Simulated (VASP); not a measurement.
Runs of VASP 6.6.1 on Ge3Se5. The structure is that of space group Im-3m (No. 229), or close to it. The cells are those of the table. 

| task | cell | k mesh | cutoff (eV) | gap on the mesh (eV) | pressure (GPa) | relaxed volume (Å³/atom) |
| --- | --- | --- | --- | --- | --- | --- |
| relaxation of cell and atoms | relaxed from a = 5.993 Å, angles 109.5°, 8 atoms | 8 × 8 × 8 | 600 | none | -0.1 | (a) |
| single point | a = 6.300 Å, angles 109.5°, 8 atoms | 4 × 4 × 4 | 520 | none | -5.9 | - |
| relaxation of cell and atoms | relaxed from a = 6.300 Å, angles 109.5°, 8 atoms | 4 × 4 × 4 | 600 | none | 0.0 | 20.73 |
| single point | a = 5.993 Å, angles 109.5°, 8 atoms | 4 × 4 × 4 | 520 | none | 0.1 | - |
| single point | a = 6.009 Å, angles 109.5°, 8 atoms | 8 × 8 × 8 | 520 | none | 0.0 | - |

Alike in all rows: level PBE; potentials or basis VASP PAW PBE potentials, release 64 (Ge_d, Se); no spin polarisation; smearing gaussian 0.1 eV.

Problem. Estimate the missing entries.

Solution. (a) 20.91.

A k mesh can miss the band edges, and the runs leave out spin-orbit coupling on Ge, Se.

A gap of «none» marks levels without a gap at the run's occupations.
